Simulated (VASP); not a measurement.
# Ni (Im-3m) in VASP: further runs

Ni is run at these levels: PBE, r2SCAN; tasks: single point, relaxation of cell and atoms.

Everything below comes from runs of VASP 6.6.1. Logs are shortened: lines on timing, memory, paths and dates and some standing lists are left out, and cuts for length are marked.

## (1) The cell of the first run

Symmetry: Im-3m, No. 229, cubic system. Conventional cell: a = 2.704 Å, b = 2.704 Å, c = 2.704 Å, α = 90.00°, β = 90.00°, γ = 90.00°. Ni (site symmetry m-3m) has 14 Ni at 2.34 to 2.70 Å within 3.1 Å.

## (2) Single point, PBE, collinear spin, ferromagnetic start (volume scaled by 0.9)

INCAR reads:

```
PREC = Accurate
ENCUT = 520
EDIFF = 1E-6
ISMEAR = -1
SIGMA = 0.05
LREAL = F
LASPH = T
NELM = 150
ALGO = Normal
ISIF = 2
LWAVE = F
LCHARG = F
ISPIN = 2
MAGMOM = 1
LORBIT = 11
LMAXMIX = 4
GGA = PE
NBANDS = 15
```

KPOINTS reads:

```
regular mesh
0
Gamma
  19 19 19
```

POSCAR reads:

```
Ni
1.0
   -1.3519205139      1.3519205139      1.3519205139
    1.3519205139     -1.3519205139      1.3519205139
    1.3519205139      1.3519205139     -1.3519205139
Ni
1
Direct
    0.0000000000      0.0000000000      0.0000000000
```

Potentials or basis: VASP PAW PBE potentials, release 64 (Ni).

On the command line:

```
$ cat potpaw_PBE.64/Ni/POTCAR > POTCAR
$ mpirun -np 1 vasp_std > vasp.out
```

OUTCAR:

```text
PREC = Accurate
   ENCUT = 520
   EDIFF = 1E-6
   ISMEAR = -1
   LREAL = F
   LASPH = T
   NELM = 150
   ISIF = 2
   ISPIN = 2
   LORBIT = 11
   GGA = PE

 ion  position               nearest neighbor table
   1  0.000  0.000  0.000-

  LATTYP: Found a body centered cubic cell.
 ALAT       =     2.7038410278

  Lattice vectors:

 A1 = (  -1.3519205139,   1.3519205139,   1.3519205139)
 A2 = (   1.3519205139,  -1.3519205139,   1.3519205139)
 A3 = (   1.3519205139,   1.3519205139,  -1.3519205139)

Analysis of symmetry for initial positions (statically):
=====================================================================
 Subroutine PRICEL returns:
 Original cell was already a primitive cell.

 Routine SETGRP: Setting up the symmetry group for a
 body centered cubic supercell.

 Subroutine GETGRP returns: Found 48 space group operations
 (whereof 48 operations were pure point group operations)
 out of a pool of 48 trial point group operations.

The static configuration has the point symmetry O_h .

Analysis of symmetry for dynamics (positions and initial velocities):
=====================================================================
 Subroutine PRICEL returns:
 Original cell was already a primitive cell.

 Routine SETGRP: Setting up the symmetry group for a
 body centered cubic supercell.

 Subroutine GETGRP returns: Found 48 space group operations
 (whereof 48 operations were pure point group operations)
 out of a pool of 48 trial point group operations.

The dynamic configuration has the point symmetry O_h .

Analysis of structural, dynamic, and magnetic symmetry:
=====================================================================
 Subroutine PRICEL returns:
 Original cell was already a primitive cell.

 Routine SETGRP: Setting up the symmetry group for a
 body centered cubic supercell.

 Subroutine GETGRP returns: Found 48 space group operations
 (whereof 48 operations were pure point group operations)
 out of a pool of 48 trial point group operations.

The overall configuration has the point symmetry O_h .

 Subroutine INISYM returns: Found 48 space group operations
 (whereof 48 operations are pure point group operations),
 and found     1 'primitive' translations

----------------------------------------------------------------------------------------

                                     Primitive cell

  volume of cell :       9.8836

  direct lattice vectors                    reciprocal lattice vectors
    -1.351920514  1.351920514  1.351920514     0.000000000  0.369844229  0.369844229
     1.351920514 -1.351920514  1.351920514     0.369844229  0.000000000  0.369844229
     1.351920514  1.351920514 -1.351920514     0.369844229  0.369844229  0.000000000

  length of vectors
     2.341595018  2.341595018  2.341595018     0.523038724  0.523038724  0.523038724

  position of ions in fractional coordinates (direct lattice)
     0.000000000  0.000000000  0.000000000

  ion indices of the primitive-cell ions
   primitive index   ion index
                 1           1

----------------------------------------------------------------------------------------

 KPOINTS: regular mesh

Automatic generation of k-mesh.
 Grid dimensions read from file:
 generate k-points for:   19   19   19

 Generating k-lattice:

  Cartesian coordinates                     Fractional coordinates (reciprocal lattice)
     0.000000000  0.019465486  0.019465486     0.052631579  0.000000000  0.000000000
     0.019465486  0.000000000  0.019465486     0.000000000  0.052631579  0.000000000
     0.019465486  0.019465486  0.000000000     0.000000000  0.000000000  0.052631579

  Length of vectors
     0.027528354  0.027528354  0.027528354

  Shift w.r.t. Gamma in fractional coordinates (k-lattice)
     0.000000000  0.000000000  0.000000000

 Subroutine IBZKPT returns following result:
 ===========================================

 Found    220 irreducible k-points:

 Following reciprocal coordinates:
            Coordinates               Weight
  0.000000  0.000000  0.000000      1.000000
  0.052632  0.000000  0.000000     12.000000
  0.105263  0.000000  0.000000     12.000000
  0.157895  0.000000  0.000000     12.000000
  0.210526  0.000000  0.000000     12.000000
  0.263158  0.000000  0.000000     12.000000
[... 16 lines left out ...]
  0.263158  0.105263  0.000000     48.000000
  0.315789  0.105263 -0.000000     48.000000
 [... further k-points ...]
   k-points           NKPTS =    220   k-points in BZ     NKDIM =    220   number of bands    NBANDS=     15
   number of dos      NEDOS =    301   number of ions     NIONS =      1
   total plane-waves  NPLWV =   5832
   dimension x,y,z NGX =    18 NGY =   18 NGZ =   18
   dimension x,y,z NGXF=    36 NGYF=   36 NGZF=   36
   ions per type =               1
   NGX,Y,Z   is equivalent  to a cutoff of  12.78, 12.78, 12.78 a.u.
   NGXF,Y,Z  is equivalent  to a cutoff of  25.56, 25.56, 25.56 a.u.
 SYSTEM =  unknown system
   PREC   = accura    normal or accurate (medium, high low for compatibility)
   ISTART =      0    job   : 0-new  1-cont  2-samecut
   ICHARG =      2    charge: 1-file 2-atom 10-const
   ISPIN  =      2    spin polarized calculation?
   LNONCOLLINEAR =      F non collinear calculations
   LSORBIT =      F    spin-orbit coupling
   LASPH  =      T    aspherical Exc in radial PAW
   ENCUT  =  520.0 eV  38.22 Ry    6.18 a.u.   4.35  4.35  4.35*2*pi/ulx,y,z
   NELM   =    150;   NELMIN=  2; NELMDL= -5     # of ELM steps
   EDIFF  = 0.1E-05   stopping-criterion for ELM
   LREAL  =      F    real-space projection
   EDIFFG = 0.1E-04   stopping-criterion for IOM
   NSW    =      0    number of steps for IOM
   IBRION =     -1    ionic relax: 0-MD 1-quasi-New 2-CG
   NFREE  =      0    steps in history (QN), initial steepest desc. (CG)
   ISIF   =      2    stress and relaxation
   ISYM   =      2    0-nonsym 1-usesym 2-fastsym
   POTIM  = 0.5000    time-step for ionic-motion
   TEBEG  =    0.0;   TEEND  =   0.0 temperature during run
   PSTRESS=    0.0 pullay stress
   NELECT =      10.0000    total number of electrons
   NUPDOWN=      -1.0000    fix difference up-down
   EMIN   =  10.00;   EMAX   =-10.00  energy-range for DOS
   EFERMI =   0.00;   METHOD = LEGACY
   ISMEAR =    -1;   SIGMA  =   0.05  broadening in eV -4-tet -1-fermi 0-gaus
   EFERMI_NEDOS =   21; number of points for ismear=-14 and -15
   IALGO  =     38    algorithm
   IMIX   =      4    mixing-type and parameters
     AMIX     =   0.40;   BMIX     =  1.00
     AMIX_MAG =   1.60;   BMIX_MAG =  1.00
  volume/ion in A,a.u.               =       9.88        66.70
  Fermi-wavevector in a.u.,A,eV,Ry     =   1.643502  3.105769 36.750698  2.701100
  Thomas-Fermi vector in A             =   2.733626
   LORBIT       =     11    0 simple, 1 ext, 2 COOP (PROOUT), +10 PAW based schemes
   GGA     = PE    functional components
   LHFCALC =     F    Hartree Fock is set to
   AEXX    =    0.0000 exact exchange contribution
   IVDW    =     0    specifies the selected vdW correction
   LEPSILON=     F    determine dielectric tensor
   LRPA    =     F    only Hartree local field effects (RPA)
 spin polarized calculation
  energy-cutoff  :      520.00
  volume of cell :        9.88
 maximum number of plane-waves:       276
 NGX is ok and might be reduce to    18
   NGX =  9   NGY =  9   NGZ =  9

 number of electron      10.0000006 magnetization       0.4492907

 Free energy of the ion-electron system (eV)
  ---------------------------------------------------
  ext. energy  EPLUGINS =         0.00000000
  ---------------------------------------------------
  free energy    TOTEN  =        -5.30471427 eV

  energy without entropy =       -5.29309767  energy(sigma->0) =       -5.29890597

 E-fermi :  10.6417     XC(G=0): -13.8265

 val. band max:       10.6367441214   @ k =  -0.4737  -0.4737   0.1579
 cond. band min:      10.6459271892   @ k =   0.4211   0.1579   0.0000
 fundamental gap:      0.0091830678
 Fermi energy:        10.6417173251

 spin component 1

 k-point     1 :       0.0000    0.0000    0.0000
  band No.  band energies     occupation
      1       1.1032      1.00000
      2       8.1790      1.00000
      3       8.1790      1.00000
      4       8.1790      1.00000
      5       9.7831      1.00000
      6       9.7831      1.00000
      7      38.1216      0.00000
      8      38.1216      0.00000
      9      38.1216      0.00000
     10      43.7190      0.00000
     11      43.7190      0.00000
     12      45.7067      0.00000
     13      45.7068      0.00000
     14      45.7068      0.00000
     15      46.0438      0.00000

 k-point     2 :       0.0526    0.0000    0.0000
  band No.  band energies     occupation
      1       1.2267      1.00000
      2       8.1482      1.00000
      3       8.1768      1.00000
      4       8.2390      1.00000
      5       9.7511      1.00000
      6       9.7855      1.00000
      7      37.2074      0.00000
      8      37.9284      0.00000
      9      37.9992      0.00000
     10      42.9020      0.00000
     11      43.5221      0.00000
     12      43.6560      0.00000
     13      44.5586      0.00000
     14      46.4062      0.00000
     15      47.0493      0.00000
[... 365 lines left out ...]
      3       7.9560      1.00000
      4       9.5054      1.00000
      5       9.9458      1.00000
      6      10.3464      0.99729
      7      24.2751      0.00000
      8      29.6612      0.00000
      9      33.4433      0.00000
     10      37.9443      0.00000
     11      42.7933      0.00000
     12      44.5133      0.00000
     13      51.0838      0.00000
     14      53.7047      0.00000
     15      56.5023      0.00000

 k-point    24 :       0.3158    0.1053   -0.0000
  band No.  band energies     occupation
      1       5.4819      1.00000
      2       7.2998      1.00000
      3       8.3263      1.00000
      4       9.5876      1.00000
      5      10.0165      1.00000
      6      10.9535      0.00196
      7      21.7859      0.00000
      8      28.9178      0.00000
      9      32.4955      0.00000
     10      37.7566      0.00000
     11      42.7195      0.00000
     12      45.4311      0.00000
     13      51.6724      0.00000
     14      55.8936      0.00000
     15      56.9756      0.00000

 [... further k-points ...]

 spin component 2

 k-point     1 :       0.0000    0.0000    0.0000
  band No.  band energies     occupation
      1       1.0980      1.00000
      2       8.7357      1.00000
      3       8.7357      1.00000
      4       8.7357      1.00000
      5      10.1602      0.99993
      6      10.1602      0.99993
      7      38.0509      0.00000
      8      38.0509      0.00000
      9      38.0509      0.00000
     10      43.6613      0.00000
     11      43.6613      0.00000
     12      45.8576      0.00000
     13      45.8576      0.00000
     14      45.8577      0.00000
     15      46.1835      0.00000

 k-point     2 :       0.0526    0.0000    0.0000
  band No.  band energies     occupation
      1       1.2216      1.00000
      2       8.7032      1.00000
      3       8.7322      1.00000
      4       8.7972      1.00000
      5      10.1271      0.99997
      6      10.1627      0.99993
      7      37.1563      0.00000
      8      37.8607      0.00000
      9      37.9413      0.00000
     10      42.8933      0.00000
     11      43.6095      0.00000
     12      43.8049      0.00000
     13      44.5642      0.00000
     14      46.5351      0.00000
     15      47.1487      0.00000
[... 365 lines left out ...]
      3       8.3342      1.00000
      4       9.9416      1.00000
      5      10.3610      0.99637
      6      10.8884      0.00715
      7      24.4109      0.00000
      8      29.7188      0.00000
      9      33.5165      0.00000
     10      37.9791      0.00000
     11      42.8526      0.00000
     12      44.5492      0.00000
     13      51.1036      0.00000
     14      53.7810      0.00000
     15      57.4766      0.00000

 k-point    24 :       0.3158    0.1053   -0.0000
  band No.  band energies     occupation
      1       5.6637      1.00000
      2       7.8003      1.00000
      3       8.6118      1.00000
      4      10.0386      0.99999
      5      10.4290      0.98601
      6      11.4619      0.00000
      7      21.9583      0.00000
      8      28.9749      0.00000
      9      32.5584      0.00000
     10      37.8080      0.00000
     11      42.7849      0.00000
     12      45.4565      0.00000
     13      51.6899      0.00000
     14      56.4061      0.00000
     15      57.2960      0.00000

 [... further k-points ...]

------------------------ aborting loop because EDIFF is reached ----------------------------------------

  FORCE on cell =-STRESS in cart. coord.  units (eV):
  Direction    XX          YY          ZZ          XY          YZ          ZX
  --------------------------------------------------------------------------------------
  -------------------------------------------------------------------------------------
  Total        1.5748424      1.5748424      1.5748424     -0.0000000     -0.0000000      0.0000000
  in kB      255.2902455    255.2902455    255.2902455     -0.0000000     -0.0000000      0.0000000
  external PRESSURE =     255.2902455 kB  Pullay stress =       0.0000000 kB

 VOLUME and BASIS-vectors are now :
 -----------------------------------------------------------------------------
  energy-cutoff  :      520.00
  volume of cell :        9.88
      direct lattice vectors                 reciprocal lattice vectors
    -1.351920514  1.351920514  1.351920514     0.000000000  0.369844229  0.369844229
     1.351920514 -1.351920514  1.351920514     0.369844229  0.000000000  0.369844229
     1.351920514  1.351920514 -1.351920514     0.369844229  0.369844229  0.000000000

 POSITION                                       TOTAL-FORCE (eV/Angst)
 -----------------------------------------------------------------------------------
      0.00000      0.00000      0.00000         0.000000      0.000000     -0.000000
 -----------------------------------------------------------------------------------
    total drift:                                0.000000      0.000000      0.000000

  FREE ENERGIE OF THE ION-ELECTRON SYSTEM (eV)
  ---------------------------------------------------
  free  energy   TOTEN  =        -5.3047142723 eV

  energy  without entropy=       -5.2930976680  energy(sigma->0) =       -5.29890597

 total charge

# of ion       s       p       d       tot
------------------------------------------
    1        0.534   0.578   8.390   9.502

 magnetization (x)

# of ion       s       p       d       tot
------------------------------------------
    1       -0.004  -0.014   0.468   0.450
```

Wall time 50 s (1 thread of Intel Xeon Platinum 8259CL at 2.50GHz (Skylake/Cascade Lake), shared host); peak memory 0.16 GiB.

What came out:

```yaml
Free_energy: -5.3047 eV
Pressure: 25.5 GPa
Net_moment: 0.45 μB per cell
Site_moments: Ni +0.45 μB
Valence_electrons_inside_the_program's_atomic_spheres: Ni 9.50
```

Levels at points of the mesh, in eV from the Fermi level:
Spin up:
| k point | band 2 | band 3 | band 4 | band 5 | band 6 | band 7 | band 8 | band 9 |
| --- | --- | --- | --- | --- | --- | --- | --- | --- |
| (0.00, 0.00, 0.00) | -2.46 | -2.46 | -2.46 | -0.86 | -0.86 | 27.48 | 27.48 | 27.48 |
Spin down:
```
           k point  band 3  band 4  band 5  band 6  band 7  band 8
(0.00, 0.00, 0.00)   -1.91   -1.91   -0.48   -0.48   27.41   27.41
```

(Continued in part 2 of 4.)
